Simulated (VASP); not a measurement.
# TiTe2 (P-3m1) in VASP: a series of runs

Runs on TiTe2. Level: PBE+D3(BJ). Tasks: single point.

Everything below comes from runs of VASP 6.6.1. Logs are shortened: lines on timing, memory, paths and dates and some standing lists are left out, and cuts for length are marked.

## 1. The cell of the first run

Symmetry: P-3m1, No. 164, trigonal system. The conventional cell has a = 3.883 Å, b = 3.883 Å, c = 6.147 Å, α = 90.00°, β = 90.00°, γ = 120.00°. Within 3.6 Å of Ti (site symmetry -3m) lie 6 Te at 2.76 Å. Within 3.6 Å of Te (site symmetry 3m) lie 3 Ti at 2.76 Å.

## 2. Single point, PBE+D3(BJ)

INCAR reads:

```
SYSTEM = TiTe2
PREC = Accurate ; ENCUT = 520
EDIFF = 1E-6 ; ISMEAR = 0
SIGMA = 0.15 ; LREAL = .False.
LASPH = .True. ; NELM = 100
ALGO = Normal ; ISIF = 2
LWAVE = .False. ; LCHARG = .False.
GGA = PE ; IVDW = 12
NBANDS = 19
```

KPOINTS reads:

```
regular mesh
0
Gamma
  18 18 8
  0 0 0
```

POSCAR reads:

```
TiTe2
1.0
    3.8834508333      0.0000000000      0.0000000000
   -1.9417254166      3.3631670760      0.0000000000
    0.0000000000      0.0000000000      6.1466468037
Ti Te
1 2
Direct
    0.0000000000      0.0000000000      0.0000000000
    0.6666666667      0.3333333333      0.2628000000
    0.3333333333      0.6666666667      0.7372000000
```

Potentials or basis: VASP PAW PBE potentials, release 64 (Ti_sv, Te).

Command:

```sh
> cat potpaw_PBE.64/Ti_sv/POTCAR potpaw_PBE.64/Te/POTCAR > POTCAR
> mpirun -np 1 vasp_std > vasp.out
```

OUTCAR:

```text
SYSTEM = TiTe2
   PREC = Accurate
   ENCUT = 520
   EDIFF = 1E-6
   ISMEAR = 0
   LREAL = .False.
   LASPH = .True.
   NELM = 100
   ISIF = 2
   GGA = PE
   IVDW = 12
 IVDW          = 12

 ion  position               nearest neighbor table
   1  0.000  0.000  0.000-   2 2.76   3 2.76   3 2.76   2 2.76   2 2.76   3 2.76
   2  0.667  0.333  0.263-   1 2.76   1 2.76   1 2.76   3 3.68   3 3.68   3 3.68
   3  0.333  0.667  0.737-   1 2.76   1 2.76   1 2.76   2 3.68   2 3.68   2 3.68

  LATTYP: Found a hexagonal cell.
 ALAT       =     3.8834508333
 C/A-ratio  =     1.5827796121

  Lattice vectors:

 A1 = (   3.8834508333,   0.0000000000,   0.0000000000)
 A2 = (  -1.9417254166,   3.3631670760,   0.0000000000)
 A3 = (   0.0000000000,   0.0000000000,   6.1466468037)

Analysis of symmetry for initial positions (statically):
=====================================================================
 Subroutine PRICEL returns:
 Original cell was already a primitive cell.

 Routine SETGRP: Setting up the symmetry group for a
 hexagonal supercell.

 Subroutine GETGRP returns: Found 12 space group operations
 (whereof 12 operations were pure point group operations)
 out of a pool of 24 trial point group operations.

The static configuration has the point symmetry D_3d.

Analysis of symmetry for dynamics (positions and initial velocities):
=====================================================================
 Subroutine PRICEL returns:
 Original cell was already a primitive cell.

 Routine SETGRP: Setting up the symmetry group for a
 hexagonal supercell.

 Subroutine GETGRP returns: Found 12 space group operations
 (whereof 12 operations were pure point group operations)
 out of a pool of 24 trial point group operations.

The dynamic configuration has the point symmetry D_3d.

 Subroutine INISYM returns: Found 12 space group operations
 (whereof 12 operations are pure point group operations),
 and found     1 'primitive' translations

----------------------------------------------------------------------------------------

                                     Primitive cell

  volume of cell :      80.2795

  direct lattice vectors                    reciprocal lattice vectors
     3.883450833  0.000000000  0.000000000     0.257502938  0.148669391  0.000000000
    -1.941725417  3.363167076  0.000000000     0.000000000  0.297338781  0.000000000
     0.000000000  0.000000000  6.146646804     0.000000000  0.000000000  0.162690331

  length of vectors
     3.883450833  3.883450833  6.146646804     0.297338781  0.297338781  0.162690331

  position of ions in fractional coordinates (direct lattice)
     0.000000000  0.000000000  0.000000000
     0.666666667  0.333333333  0.262800000
     0.333333333  0.666666667  0.737200000

  ion indices of the primitive-cell ions
   primitive index   ion index
                 1           1
                 2           2
                 3           3

----------------------------------------------------------------------------------------

 KPOINTS: regular mesh

Automatic generation of k-mesh.
 Grid dimensions read from file:
 generate k-points for:   18   18    8

 Generating k-lattice:

  Cartesian coordinates                     Fractional coordinates (reciprocal lattice)
     0.014305719  0.008259411  0.000000000     0.055555556  0.000000000  0.000000000
     0.000000000  0.016518821  0.000000000     0.000000000  0.055555556  0.000000000
     0.000000000  0.000000000  0.020336291     0.000000000  0.000000000  0.125000000

  Length of vectors
     0.016518821  0.016518821  0.020336291

  Shift w.r.t. Gamma in fractional coordinates (k-lattice)
     0.000000000  0.000000000  0.000000000

 Subroutine IBZKPT returns following result:
 ===========================================

 Found    266 irreducible k-points:

 Following reciprocal coordinates:
            Coordinates               Weight
  0.000000  0.000000  0.000000      1.000000
  0.055556  0.000000  0.000000      6.000000
  0.111111  0.000000  0.000000      6.000000
  0.166667  0.000000  0.000000      6.000000
  0.222222  0.000000  0.000000      6.000000
  0.277778  0.000000  0.000000      6.000000
[... 16 lines left out ...]
  0.333333  0.111111  0.000000     12.000000
  0.388889  0.111111  0.000000     12.000000
 [... further k-points ...]
   k-points           NKPTS =    266   k-points in BZ     NKDIM =    266   number of bands    NBANDS=     19
   number of dos      NEDOS =    301   number of ions     NIONS =      3
   total plane-waves  NPLWV =  43200
   dimension x,y,z NGX =    30 NGY =   30 NGZ =   48
   dimension x,y,z NGXF=    60 NGYF=   60 NGZF=   96
   ions per type =               1   2
   NGX,Y,Z   is equivalent  to a cutoff of  12.84, 12.84, 12.98 a.u.
   NGXF,Y,Z  is equivalent  to a cutoff of  25.69, 25.69, 25.96 a.u.
 SYSTEM =  TiTe2
   PREC   = accura    normal or accurate (medium, high low for compatibility)
   ISTART =      0    job   : 0-new  1-cont  2-samecut
   ICHARG =      2    charge: 1-file 2-atom 10-const
   ISPIN  =      1    spin polarized calculation?
   LNONCOLLINEAR =      F non collinear calculations
   LSORBIT =      F    spin-orbit coupling
   LASPH  =      T    aspherical Exc in radial PAW
   ENCUT  =  520.0 eV  38.22 Ry    6.18 a.u.   7.22  7.22 11.43*2*pi/ulx,y,z
   NELM   =    100;   NELMIN=  2; NELMDL= -5     # of ELM steps
   EDIFF  = 0.1E-05   stopping-criterion for ELM
   LREAL  =      F    real-space projection
   EDIFFG = 0.1E-04   stopping-criterion for IOM
   NSW    =      0    number of steps for IOM
   IBRION =     -1    ionic relax: 0-MD 1-quasi-New 2-CG
   NFREE  =      0    steps in history (QN), initial steepest desc. (CG)
   ISIF   =      2    stress and relaxation
   ISYM   =      2    0-nonsym 1-usesym 2-fastsym
   POTIM  = 0.5000    time-step for ionic-motion
   TEBEG  =    0.0;   TEEND  =   0.0 temperature during run
   PSTRESS=    0.0 pullay stress
   NELECT =      24.0000    total number of electrons
   NUPDOWN=      -1.0000    fix difference up-down
   EMIN   =  10.00;   EMAX   =-10.00  energy-range for DOS
   EFERMI =   0.00;   METHOD = LEGACY
   ISMEAR =     0;   SIGMA  =   0.15  broadening in eV -4-tet -1-fermi 0-gaus
   EFERMI_NEDOS =   21; number of points for ismear=-14 and -15
   IALGO  =     38    algorithm
   IMIX   =      4    mixing-type and parameters
     AMIX     =   0.40;   BMIX     =  1.00
     AMIX_MAG =   1.60;   BMIX_MAG =  1.00
  volume/ion in A,a.u.               =      26.76       180.58
  Fermi-wavevector in a.u.,A,eV,Ry     =   1.094655  2.068597 16.303433  1.198269
  Thomas-Fermi vector in A             =   2.230963
   LORBIT       =      0    0 simple, 1 ext, 2 COOP (PROOUT), +10 PAW based schemes
   GGA     = PE    functional components
   LHFCALC =     F    Hartree Fock is set to
   AEXX    =    0.0000 exact exchange contribution
   IVDW    =    12    specifies the selected vdW correction
   LEPSILON=     F    determine dielectric tensor
   LRPA    =     F    only Hartree local field effects (RPA)
 non-spin polarized calculation
 Gauss-broadening in eV      SIGMA  =   0.15
  energy-cutoff  :      520.00
  volume of cell :       80.28
 maximum number of plane-waves:      2187
 NGX is ok and might be reduce to    30

 number of electron      23.9999999 magnetization

 Free energy of the ion-electron system (eV)
  ---------------------------------------------------
  ext. energy  EPLUGINS =         0.00000000
  ---------------------------------------------------
  free energy    TOTEN  =       -16.13259419 eV

  energy without entropy =      -16.11584004  energy(sigma->0) =      -16.12421712

 E-fermi :   6.9042     XC(G=0):  -9.8622

 val. band max:        6.9005150774   @ k =   0.3333   0.0556   0.3750
 cond. band min:       6.9086639669   @ k =   0.0000   0.0556   0.1250
 fundamental gap:      0.0081488895
 Fermi energy:         6.9041756227

 k-point     1 :       0.0000    0.0000    0.0000
  band No.  band energies     occupation
      1     -50.7186      2.00000
      2     -26.9817      2.00000
      3     -26.9817      2.00000
      4     -26.9339      2.00000
      5      -5.5791      2.00000
      6      -3.7497      2.00000
[... 11 lines left out ...]
     18      11.3526      0.00000
     19      12.8049      0.00000

 k-point     2 :       0.0556    0.0000    0.0000
  band No.  band energies     occupation
      1     -50.7185      2.00000
      2     -26.9827      2.00000
      3     -26.9820      2.00000
      4     -26.9337      2.00000
      5      -5.5474      2.00000
      6      -3.7387      2.00000
[... 11 lines left out ...]
     18      11.6355      0.00000
     19      13.0066      0.00000

 k-point     3 :       0.1111    0.0000    0.0000
  band No.  band energies     occupation
      1     -50.7184      2.00000
      2     -26.9855      2.00000
      3     -26.9826      2.00000
      4     -26.9330      2.00000
      5      -5.4532      2.00000
      6      -3.7072      2.00000
[... 11 lines left out ...]
     18      12.1722      0.00000
     19      13.5155      0.00000

 k-point     4 :       0.1667    0.0000    0.0000
  band No.  band energies     occupation
      1     -50.7181      2.00000
      2     -26.9899      2.00000
      3     -26.9836      2.00000
      4     -26.9320      2.00000
      5      -5.3005      2.00000
      6      -3.6601      2.00000
[... 407 lines left out ...]
     18      12.4262      0.00000
     19      12.9632      0.00000

 k-point    23 :       0.3333    0.1111    0.0000
  band No.  band energies     occupation
      1     -50.7167      2.00000
      2     -27.0097      2.00000
      3     -26.9903      2.00000
      4     -26.9269      2.00000
      5      -4.2461      2.00000
      6      -3.5218      2.00000
[... 11 lines left out ...]
     18      12.2486      0.00000
     19      12.8382      0.00000

 k-point    24 :       0.3889    0.1111    0.0000
  band No.  band energies     occupation
      1     -50.7165      2.00000
      2     -27.0121      2.00000
      3     -26.9912      2.00000
      4     -26.9263      2.00000
      5      -4.0166      2.00000
      6      -3.5749      2.00000
[... 11 lines left out ...]
     18      12.1443      0.00000
     19      12.7974      0.00000

 [... further k-points ...]

------------------------ aborting loop because EDIFF is reached ----------------------------------------

 Edisp (eV)   -1.47561

 E8    (eV) :    -0.6848

  FORCE on cell =-STRESS in cart. coord.  units (eV):
  Direction    XX          YY          ZZ          XY          YZ          ZX
  --------------------------------------------------------------------------------------
  -------------------------------------------------------------------------------------
  Total      -1.60116    -1.60116     0.69761    -0.00000     0.00000     0.00000
  in kB     -31.95520   -31.95520    13.92265    -0.00000     0.00000     0.00000
  external pressure =      -16.66 kB  Pullay stress =        0.00 kB

 VOLUME and BASIS-vectors are now :
 -----------------------------------------------------------------------------
  energy-cutoff  :      520.00
  volume of cell :       80.28
      direct lattice vectors                 reciprocal lattice vectors
     3.883450833  0.000000000  0.000000000     0.257502938  0.148669391  0.000000000
    -1.941725417  3.363167076  0.000000000     0.000000000  0.297338781  0.000000000
     0.000000000  0.000000000  6.146646804     0.000000000  0.000000000  0.162690331

 POSITION                                       TOTAL-FORCE (eV/Angst)
 -----------------------------------------------------------------------------------
      0.00000      0.00000      0.00000        -0.000000      0.000000      0.000000
      1.94173      1.12106      1.61534        -0.000000     -0.000000      0.297833
     -0.00000      2.24211      4.53131         0.000000      0.000000     -0.297833
 -----------------------------------------------------------------------------------
    total drift:                               -0.000000      0.000000     -0.000000

  FREE ENERGIE OF THE ION-ELECTRON SYSTEM (eV)
  ---------------------------------------------------
  free  energy   TOTEN  =       -17.6082089813 eV

  energy  without entropy=      -17.5914548312  energy(sigma->0) =      -17.59983191
```

It took 4.5 min on 1 thread of Intel Xeon Platinum 8488C (Sapphire Rapids), shared host; peak memory 0.51 GiB.

Results:

* Free energy: -17.6082 eV
* Pressure: -1.7 GPa
* Largest force: 0.298 eV/Å
* Band gap on the k mesh: zero (band 12 reaches 7.37 eV, above the bottom of band 13 at 6.70 eV)
* Dispersion energy per atom: -0.492 eV

Forces on the atoms (eV/Å):
```
Ti   0.000  0.000  0.000
Te   0.000  0.000  0.298
Te   0.000  0.000 -0.298
```

Caveat: spin-orbit coupling is left out, which moves the levels of the heavy elements.

## 3. Single point, PBE+D3(BJ)

This run uses another cell than the first one, of the same volume but with other edges.

INCAR reads:

```
  ALGO = Normal
  EDIFF = 1E-6
  ENCUT = 520
  GGA = PE
  ISIF = 2
  ISMEAR = 0
  IVDW = 12
  LASPH = T
  LCHARG = F
  LREAL = F
  LWAVE = F
  NBANDS = 19
  NELM = 100
  PREC = Accurate
  SIGMA = 0.15
```

KPOINTS reads:

```
k-points
0
Gamma
  18 18 8
```

POSCAR reads:

```
TiTe2
1.0
    3.6588914492      0.0000000000      0.0000000000
   -1.8294457246      3.1686929447      0.0000000000
    0.0000000000      0.0000000000      6.9242833345
Ti Te
1 2
Direct
    0.0000000000      0.0000000000      0.0000000000
    0.6666666667      0.3333333333      0.2628000000
    0.3333333333      0.6666666667      0.7372000000
```

Potentials or basis: VASP PAW PBE potentials, release 64 (Ti_sv, Te).

Command:

```sh
> cat potpaw_PBE.64/Ti_sv/POTCAR potpaw_PBE.64/Te/POTCAR > POTCAR
> mpirun -np 1 vasp_std > vasp.out
```

Run time: 3.8 min. Hardware: 1 thread of Intel Xeon Platinum 8488C (Sapphire Rapids), shared host; peak memory 0.51 GiB.

Results (log left out):

| Quantity | Value |
| --- | --- |
| Free energy | -17.6434 eV |
| Pressure | -2.4 GPa |
| Largest force | 0.388 eV/Å |
| Band gap on the k mesh | zero (band 12 reaches 7.38 eV, above the bottom of band 13 at 6.50 eV) |
| Dispersion energy per atom | -0.491 eV |

Forces in eV/Å, atoms in the order of the input:
```
Ti   0.000  0.000  0.000
Te   0.000  0.000 -0.388
Te   0.000  0.000  0.388
```

Stress tensor (GPa, compression positive):
```
-1.21  0.00  0.00
 0.00 -1.21  0.00
 0.00  0.00 -4.81
```

Levels at points of the mesh, in eV from the Fermi level:
| k point | band 10 | band 11 | band 12 | band 13 | band 14 | band 15 |
| --- | --- | --- | --- | --- | --- | --- |
| (0.00, 0.00, 0.00) | -0.23 | 0.07 | 0.51 | 0.51 | 1.45 | 1.45 |
| (0.50, 0.00, 0.00) | -2.45 | -1.58 | -0.73 | -0.14 | 1.36 | 1.64 |
| (0.00, 0.00, 0.50) | -1.20 | 0.51 | 0.51 | 0.78 | 1.23 | 1.23 |
| (0.50, 0.00, 0.50) | -1.76 | -1.29 | -0.43 | -0.33 | 1.36 | 1.69 |

Caveat: spin-orbit coupling is left out, which moves the levels of the heavy elements.

## 4. Single point, PBE+D3(BJ)

This run uses another cell than the first one, of the same volume but with other edges.

INCAR reads:

```
SYSTEM = TiTe2
  PREC = Accurate
  ENCUT = 520
  EDIFF = 1E-6
  ISMEAR = 0
  SIGMA = 0.15
  LREAL = .False.
  LASPH = .True.
  NELM = 100
  ALGO = Normal
  ISIF = 2
  LWAVE = .False.
  LCHARG = .False.
  GGA = PE
  IVDW = 12
  NBANDS = 19
```

KPOINTS reads:

```
regular mesh
0
Gamma
  18 18 8
  0 0 0
```

POSCAR reads:

```
TiTe2
1.0
    3.9872559211      0.0000000000      0.0000000000
   -1.9936279606      3.4530649191      0.0000000000
    0.0000000000      0.0000000000      5.8307666015
Ti Te
1 2
Direct
    0.0000000000      0.0000000000      0.0000000000
    0.6666666667      0.3333333333      0.2628000000
    0.3333333333      0.6666666667      0.7372000000
```

Command:

```sh
> cat potpaw_PBE.64/Ti_sv/POTCAR potpaw_PBE.64/Te/POTCAR > POTCAR
> mpirun -np 1 vasp_std > vasp.out
```

Wall time 4.3 min (1 thread of Intel Xeon Platinum 8488C (Sapphire Rapids), shared host); peak memory 0.51 GiB.

The run converged. Its results:

```yaml
Free_energy: -17.4402 eV
Pressure: -1.2 GPa
Largest_force: 0.423 eV/Å
Band_gap_on_the_k_mesh: zero (band 12 reaches 7.35 eV, above the bottom of band 13 at 6.87 eV)
Dispersion_energy_per_atom: -0.492 eV
```

Forces on the atoms (eV/Å):
```
Ti   0.000  0.000  0.000
Te   0.000  0.000  0.423
Te   0.000  0.000 -0.423
```

Stress tensor (GPa, compression positive):
```
-3.88  0.00  0.00
 0.00 -3.88  0.00
 0.00  0.00  4.14
```

Levels at points of the mesh, in eV from the Fermi level:
| k point | band 8 | band 9 | band 10 | band 11 | band 12 | band 13 | band 14 | band 15 | band 16 | band 17 |
| --- | --- | --- | --- | --- | --- | --- | --- | --- | --- | --- |
| (0.00, 0.00, 0.00) | -2.50 | -2.50 | 0.10 | 0.10 | 0.37 | 0.37 | 0.56 | 1.41 | 2.62 | 2.62 |
| (0.50, 0.00, 0.00) | -3.19 | -2.94 | -2.45 | -2.04 | -2.03 | 0.03 | 0.66 | 0.82 | 2.29 | 3.36 |
| (0.00, 0.00, 0.50) | -2.35 | -2.35 | -2.14 | -0.15 | -0.15 | 0.07 | 0.07 | 1.03 | 3.33 | 3.33 |
| (0.50, 0.00, 0.50) | -4.70 | -2.54 | -2.08 | -1.24 | -0.56 | -0.10 | 0.65 | 0.82 | 2.27 | 3.18 |

Caveat: spin-orbit coupling is left out, which moves the levels of the heavy elements; pairwise dispersion overbinds metals, which lowers pressure and volume.

## 5. The runs side by side

```tsv
cell	gap on the mesh (eV)	pressure (GPa)	largest force (eV/Å)
a = 3.883, b = 3.883, c = 6.147 Å, angles 90.0, 90.0, 120.0°, 3 atoms	none	-1.7	0.30
a = 3.659, b = 3.659, c = 6.924 Å, angles 90.0, 90.0, 120.0°, 3 atoms	none	-2.4	0.39
a = 3.987, b = 3.987, c = 5.831 Å, angles 90.0, 90.0, 120.0°, 3 atoms	none	-1.2	0.42
```

Alike in all rows: task single point; level PBE+D3(BJ); potentials or basis VASP PAW PBE potentials, release 64 (Ti_sv, Te); no spin polarisation; k mesh 18 × 18 × 8; cutoff (eV) 520; smearing gaussian 0.15 eV.

Caveats: spin-orbit coupling is left out, which moves the levels of the heavy elements; pairwise dispersion overbinds metals, which lowers pressure and volume (some runs).

Absolute energies hang on the potentials; compare differences alone.
